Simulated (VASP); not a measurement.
# AlSi16 (a cell with a defect) in VASP: a series of runs

Runs on AlSi16 (a cell with a defect). Level: r2SCAN. Tasks: single point.

All numbers are computed with VASP 6.6.1; they aren't measurements. Logs are shortened: lines on timing, memory, paths and dates and some standing lists are left out, and cuts for length are marked.

## 1. The cell of the first run

The cell holds a defect, 17 atoms: a = 7.679 Å, b = 7.679 Å, c = 7.679 Å, α = 60.00°, β = 60.00°, γ = 60.00°.

## 2. Single point, r2SCAN, collinear spin, zero start

File POSCAR:

```
AlSi16
1.0
    0.0000000000      5.4300000000      5.4300000000
    5.4300000000      0.0000000000      5.4300000000
    5.4300000000      5.4300000000      0.0000000000
Si Al
16 1
Direct
   -0.0002427256      0.0006723757     -0.0001117864
    0.1234244936      0.1243766114      0.1235764273
    0.0008236648      0.0019341621      0.4987383978
    0.1234441068      0.1243713628      0.6288361878
    0.0008988950      0.4995346225      0.0010289134
    0.1234536832      0.6295905157      0.1235921731
    0.0008802947      0.4995335175      0.4987758748
    0.1373347145      0.6215164825      0.6206956722
    0.4986053407      0.0019329650      0.0009493554
    0.6287039595      0.1243755985      0.1235840700
    0.4985909761      0.0019272560      0.4987325967
    0.6204046041      0.1387502762      0.6205093923
    0.4986308471      0.4995326888      0.0010181400
    0.6205510129      0.6214784530      0.1375104972
    0.4996308471      0.5010262431      0.4998052486
    0.6205381215      0.6215307551      0.6206895028
    0.7496188766      0.7510617864      0.7498118785
```

File INCAR.step1:

```
SYSTEM = AlSi16
PREC = Accurate
ENCUT = 520
ISMEAR = 0
SIGMA = 0.05
LREAL = Auto
LASPH = .TRUE.
NELM = 150
ISPIN = 2
MAGMOM = 0 0 0 0 0 0 0 0 0 0 0 0 0 0 0 0 0
NBANDS = 52
GGA = PE
ALGO = Normal
EDIFF = 1E-4
LWAVE = .TRUE.
LCHARG = .FALSE.
```

File INCAR.step2:

```
SYSTEM = AlSi16
PREC = Accurate
ENCUT = 520
EDIFF = 1E-6
ISMEAR = 0
SIGMA = 0.05
LREAL = Auto
LASPH = .TRUE.
NELM = 150
ALGO = Normal
ISIF = 2
LWAVE = .FALSE.
LCHARG = .FALSE.
ISPIN = 2
MAGMOM = 0 0 0 0 0 0 0 0 0 0 0 0 0 0 0 0 0
LORBIT = 11
METAGGA = R2SCAN
LMIXTAU = .TRUE.
NBANDS = 52
ISTART = 1
```

File KPOINTS:

```
Automatic mesh
0
G
  2 2 2
  0 0 0
```

Potentials or basis: VASP PAW PBE potentials, release 64 (Si, Al).

The run is started by

```console
cat potpaw_PBE.64/Si/POTCAR potpaw_PBE.64/Al/POTCAR > POTCAR
cp INCAR.step1 INCAR
mpirun -np 1 vasp_std > vasp.out
cp INCAR.step2 INCAR
mpirun -np 1 vasp_std > vasp.out
```

OUTCAR:

```text
SYSTEM = AlSi16
   PREC = Accurate
   ENCUT = 520
   EDIFF = 1E-6
   ISMEAR = 0
   LREAL = Auto
   LASPH = .TRUE.
   NELM = 150
   ISIF = 2
   ISPIN = 2
   LORBIT = 11
   METAGGA = R2SCAN
   ISTART = 1

 ion  position               nearest neighbor table
   1  1.000  0.001  1.000-   4 2.33  10 2.33   2 2.33   6 2.33
   2  0.123  0.124  0.124-   1 2.33   5 2.35   3 2.35   9 2.35
   3  0.001  0.002  0.499-   4 2.35   2 2.35   8 2.39  12 2.39  17 2.73
   4  0.123  0.124  0.629-   1 2.33  11 2.35   3 2.35   7 2.35
   5  0.001  0.500  0.001-   2 2.35   6 2.35   8 2.39  14 2.39  17 2.73
   6  0.123  0.630  0.124-   1 2.33   5 2.35  13 2.35   7 2.35
   7  0.001  0.500  0.499-   4 2.35   6 2.35  16 2.39   8 2.39  17 2.73
   8  0.137  0.622  0.621-  15 2.27   5 2.39   7 2.39   3 2.39  17 2.43
   9  0.499  0.002  0.001-  10 2.35   2 2.35  12 2.39  14 2.39  17 2.73
  10  0.629  0.124  0.124-   1 2.33  11 2.35  13 2.35   9 2.35
  11  0.499  0.002  0.499-   4 2.35  10 2.35  16 2.39  12 2.39  17 2.73
  12  0.620  0.139  0.621-  15 2.27  11 2.39   3 2.39   9 2.39  17 2.43
  13  0.499  0.500  0.001-  10 2.35   6 2.35  16 2.39  14 2.39  17 2.73
  14  0.621  0.621  0.138-  15 2.27   5 2.39  13 2.39   9 2.39  17 2.43
  15  0.500  0.501  0.500-  12 2.27  14 2.27  16 2.27   8 2.27
  16  0.621  0.622  0.621-  15 2.27  13 2.39   7 2.39  11 2.39  17 2.43
  17  0.750  0.751  0.750-  12 2.43  14 2.43   8 2.43  16 2.43   9 2.73   3 2.73  11 2.73   5 2.73
                            13 2.73   7 2.73

  LATTYP: Found a face centered cubic cell.
 ALAT       =    10.8600000000

  Lattice vectors:

 A1 = (   0.0000000000,   5.4300000000,   5.4300000000)
 A2 = (   5.4300000000,   0.0000000000,   5.4300000000)
 A3 = (   5.4300000000,   5.4300000000,   0.0000000000)

Analysis of symmetry for initial positions (statically):
=====================================================================
 Subroutine PRICEL returns:
 Original cell was already a primitive cell.

 Routine SETGRP: Setting up the symmetry group for a
 face centered cubic supercell.

 Subroutine GETGRP returns: Found  1 space group operations
 (whereof  1 operations were pure point group operations)
 out of a pool of 48 trial point group operations.

The static configuration has the point symmetry C_1 .

Analysis of symmetry for dynamics (positions and initial velocities):
=====================================================================
 Subroutine PRICEL returns:
 Original cell was already a primitive cell.

 Routine SETGRP: Setting up the symmetry group for a
 face centered cubic supercell.

 Subroutine GETGRP returns: Found  1 space group operations
 (whereof  1 operations were pure point group operations)
 out of a pool of 48 trial point group operations.

The dynamic configuration has the point symmetry C_1 .

Analysis of structural, dynamic, and magnetic symmetry:
=====================================================================
 Subroutine PRICEL returns:
 Original cell was already a primitive cell.

 Routine SETGRP: Setting up the symmetry group for a
 face centered cubic supercell.

 Subroutine GETGRP returns: Found  1 space group operations
 (whereof  1 operations were pure point group operations)
 out of a pool of 48 trial point group operations.

The overall configuration has the point symmetry C_1 .

 Subroutine INISYM returns: Found  1 space group operations
 (whereof  1 operations are pure point group operations),
 and found     1 'primitive' translations

----------------------------------------------------------------------------------------

                                     Primitive cell

  volume of cell :     320.2060

  direct lattice vectors                    reciprocal lattice vectors
     0.000000000  5.430000000  5.430000000    -0.092081031  0.092081031  0.092081031
     5.430000000  0.000000000  5.430000000     0.092081031 -0.092081031  0.092081031
     5.430000000  5.430000000  0.000000000     0.092081031  0.092081031 -0.092081031

  length of vectors
[... 78 lines left out ...]
   number of dos      NEDOS =    301   number of ions     NIONS =     17
   total plane-waves  NPLWV = 216000
   dimension x,y,z NGX =    60 NGY =   60 NGZ =   60
   dimension x,y,z NGXF=   120 NGYF=  120 NGZF=  120
   ions per type =              16   1
   NGX,Y,Z   is equivalent  to a cutoff of  12.99, 12.99, 12.99 a.u.
   NGXF,Y,Z  is equivalent  to a cutoff of  25.98, 25.98, 25.98 a.u.
 SYSTEM =  AlSi16
   PREC   = accura    normal or accurate (medium, high low for compatibility)
   ISTART =      1    job   : 0-new  1-cont  2-samecut
   ICHARG =      0    charge: 1-file 2-atom 10-const
   ISPIN  =      2    spin polarized calculation?
   LNONCOLLINEAR =      F non collinear calculations
   LSORBIT =      F    spin-orbit coupling
   LASPH  =      T    aspherical Exc in radial PAW
   ENCUT  =  520.0 eV  38.22 Ry    6.18 a.u.  14.28 14.28 14.28*2*pi/ulx,y,z
   NELM   =    150;   NELMIN=  2; NELMDL=  0     # of ELM steps
   EDIFF  = 0.1E-05   stopping-criterion for ELM
   LREAL  =      T    real-space projection
   EDIFFG = 0.1E-04   stopping-criterion for IOM
   NSW    =      0    number of steps for IOM
   IBRION =     -1    ionic relax: 0-MD 1-quasi-New 2-CG
   NFREE  =      0    steps in history (QN), initial steepest desc. (CG)
   ISIF   =      2    stress and relaxation
   ISYM   =      2    0-nonsym 1-usesym 2-fastsym
   POTIM  = 0.5000    time-step for ionic-motion
   TEBEG  =    0.0;   TEEND  =   0.0 temperature during run
   PSTRESS=    0.0 pullay stress
   NELECT =      67.0000    total number of electrons
   NUPDOWN=      -1.0000    fix difference up-down
   EMIN   =  10.00;   EMAX   =-10.00  energy-range for DOS
   EFERMI =   0.00;   METHOD = LEGACY
   ISMEAR =     0;   SIGMA  =   0.05  broadening in eV -4-tet -1-fermi 0-gaus
   EFERMI_NEDOS =   21; number of points for ismear=-14 and -15
   IALGO  =     38    algorithm
   IMIX   =      4    mixing-type and parameters
     AMIX     =   0.40;   BMIX     =  1.00
     AMIX_MAG =   1.60;   BMIX_MAG =  1.00
  volume/ion in A,a.u.               =      18.84       127.11
  Fermi-wavevector in a.u.,A,eV,Ry     =   0.971904  1.836632 12.852022  0.944597
  Thomas-Fermi vector in A             =   2.102159
   LORBIT       =     11    0 simple, 1 ext, 2 COOP (PROOUT), +10 PAW based schemes
   METAGGA = R2SCAN    functional components
   LHFCALC =     F    Hartree Fock is set to
   AEXX    =    0.0000 exact exchange contribution
   IVDW    =     0    specifies the selected vdW correction
   LEPSILON=     F    determine dielectric tensor
   LRPA    =     F    only Hartree local field effects (RPA)
 spin polarized calculation
 Gauss-broadening in eV      SIGMA  =   0.05
  energy-cutoff  :      520.00
  volume of cell :      320.21
 maximum number of plane-waves:      8646
 NGX is ok and might be reduce to    60
   NGX = 29   NGY = 29   NGZ = 29

 number of electron      67.0000001 magnetization      -0.0000547

 Free energy of the ion-electron system (eV)
  ---------------------------------------------------
  ext. energy  EPLUGINS =         0.00000000
  ---------------------------------------------------
  free energy    TOTEN  =      -143.06425278 eV

  energy without entropy =     -143.05719993  energy(sigma->0) =     -143.06072636

 E-fermi :   7.0276     XC(G=0): -10.1205

 val. band max:        7.0273390840   @ k =   0.0000   0.0000   0.0000
 cond. band min:       7.0279212724   @ k =   0.0000   0.0000   0.0000
 fundamental gap:      0.0005821884
 Fermi energy:         7.0276293849

 spin component 1

 k-point     1 :       0.0000    0.0000    0.0000
  band No.  band energies     occupation
      1      -6.7020      1.00000
      2      -4.1041      1.00000
      3      -4.1036      1.00000
      4      -4.1034      1.00000
      5      -4.1029      1.00000
      6      -2.9047      1.00000
[... 373 lines left out ...]
     44      10.6060      0.00000
     45      10.6825      0.00000
 Fermi energy:         7.0276293849

 spin component 2

 k-point     1 :       0.0000    0.0000    0.0000
  band No.  band energies     occupation
      1      -6.7020      1.00000
      2      -4.1041      1.00000
      3      -4.1036      1.00000
      4      -4.1034      1.00000
      5      -4.1029      1.00000
      6      -2.9047      1.00000
[... 373 lines left out ...]
     44      10.6060      0.00000
     45      10.6825      0.00000
 [bands above 45 left out]

------------------------ aborting loop because EDIFF is reached ----------------------------------------

  FORCE on cell =-STRESS in cart. coord.  units (eV):
  Direction    XX          YY          ZZ          XY          YZ          ZX
  --------------------------------------------------------------------------------------
  -------------------------------------------------------------------------------------
  Total        7.7839363      7.7843045      7.7833322     -0.0022557     -0.0050881      0.0006002
  in kB       38.9475704     38.9494129     38.9445476     -0.0112867     -0.0254587      0.0030029
  external PRESSURE =      38.9471770 kB  Pullay stress =       0.0000000 kB

 VOLUME and BASIS-vectors are now :
 -----------------------------------------------------------------------------
  energy-cutoff  :      520.00
  volume of cell :      320.21
      direct lattice vectors                 reciprocal lattice vectors
     0.000000000  5.430000000  5.430000000    -0.092081031  0.092081031  0.092081031
     5.430000000  0.000000000  5.430000000     0.092081031 -0.092081031  0.092081031
     5.430000000  5.430000000  0.000000000     0.092081031  0.092081031 -0.092081031

 POSITION                                       TOTAL-FORCE (eV/Angst)
 -----------------------------------------------------------------------------------
      5.43304     10.85807      5.43233        -0.002126      0.002827     -0.002174
      1.34639      1.34122      1.34556         0.006349      0.004866      0.007643
      2.71865      2.71262      0.01498        -0.001414      0.001031      0.010118
      4.08992      4.08488      1.34564        -0.004103     -0.006934      0.005996
      2.71806      0.01047      2.71735         0.000932      0.011425      0.000175
      4.08978      1.34146      4.08903        -0.006581      0.005515     -0.005953
[... 9 lines left out ...]
      6.74526      6.73987      6.74443         0.003913      0.002202      0.004547
      8.14974      8.14191      8.14870         0.000399     -0.000526      0.000140
 -----------------------------------------------------------------------------------
    total drift:                               -0.000124     -0.001290     -0.002811

  FREE ENERGIE OF THE ION-ELECTRON SYSTEM (eV)
  ---------------------------------------------------
  free  energy   TOTEN  =      -143.0642527845 eV

  energy  without entropy=     -143.0571999289  energy(sigma->0) =     -143.06072636

 total charge

# of ion       s       p       d       tot
------------------------------------------
    1        0.732   0.992   0.000   1.724
    2        0.742   0.970   0.000   1.712
    3        0.738   0.950   0.000   1.688
    4        0.742   0.970   0.000   1.712
    5        0.738   0.950   0.000   1.688
    6        0.742   0.970   0.000   1.712
[... 9 lines left out ...]
   16        0.752   0.971   0.000   1.723
   17        0.508   0.351   0.000   0.859
--------------------------------------------------
tot         12.400  15.818   0.000  28.218

 magnetization (x)

# of ion       s       p       d       tot
------------------------------------------
    1        0.000   0.000   0.000   0.000
    2        0.000  -0.000   0.000  -0.000
    3       -0.000   0.000   0.000  -0.000
    4        0.000  -0.000   0.000  -0.000
    5       -0.000   0.000   0.000  -0.000
    6        0.000  -0.000   0.000  -0.000
[... 9 lines left out ...]
   16       -0.000  -0.000   0.000  -0.000
   17        0.000   0.000   0.000   0.000
--------------------------------------------------
tot         -0.000  -0.000   0.000  -0.000
```

Wall time 9.9 min (1 thread of Intel Xeon 6975P-C (Granite Rapids), shared host); peak memory 0.8 GiB.

What came out:

```yaml
Free_energy: -143.0643 eV
Pressure: 3.9 GPa
Largest_force: 0.011 eV/Å
Net_moment: 0.00 μB per cell
Valence_electrons_inside_the_program's_atomic_spheres: Si 1.72, 1.71, 1.69, 1.77; Al 0.86
```

Forces on the atoms (eV/Å):
```
Si  -0.002  0.003 -0.002
Si   0.006  0.005  0.008
Si  -0.001  0.001  0.010
Si  -0.004 -0.007  0.006
Si   0.001  0.011  0.000
Si  -0.007  0.006 -0.006
Si  -0.010 -0.001  0.002
Si   0.004 -0.005 -0.002
Si   0.011  0.002 -0.002
Si   0.006 -0.008 -0.005
Si  -0.001 -0.010 -0.001
Si  -0.005  0.005 -0.005
Si   0.002  0.000 -0.011
Si  -0.002 -0.005  0.005
Si  -0.001  0.001 -0.001
Si   0.004  0.002  0.005
Al   0.000 -0.001  0.000
```

Caveat: the k points lie up to 0.50 Å⁻¹ apart; the PAW data sets were made with another functional, which shifts forces and pressure a little.

(Continued in part 2 of 2.)
